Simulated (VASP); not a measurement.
Input of a VASP 6.6.1 run:

INCAR

```
SYSTEM = Fe
ALGO = Normal
EDIFF = 1E-7
ENCUT = 520
GGA = PE
ISIF = 2
ISMEAR = 0
ISPIN = 2
LASPH = .TRUE.
LCHARG = .TRUE.
LELF = .TRUE.
LMAXMIX = 4
LORBIT = 11
LREAL = .FALSE.
LVHAR = .TRUE.
LWAVE = .FALSE.
MAGMOM = 2.65
NBANDS = 14
NELM = 150
PREC = Accurate
SIGMA = 0.1
```

Contents of KPOINTS:

```
k-points
0
G
  20 20 20
  0 0 0
```

POSCAR

```
Fe
1.0
   -1.4159448726      1.4159448726      1.4159448726
    1.4159448726     -1.4159448726      1.4159448726
    1.4159448726      1.4159448726     -1.4159448726
Fe
1
Direct
    0.0000000000      0.0000000000      0.0000000000
```

Potentials or basis: VASP PAW PBE potentials, release 64 (Fe).

The run is started by

```console
$ cat potpaw_PBE.64/Fe/POTCAR > POTCAR
$ mpirun -np 1 vasp_std > vasp.out
```

**Question.** What does it give for the net moment?

**Answer.** 2.20 μB per cell.

**Question.** What does it give for the site moments?

**Answer.** Fe +2.19 μB.

**Question.** Estimate the pressure.

**Answer.** 0.0 GPa.
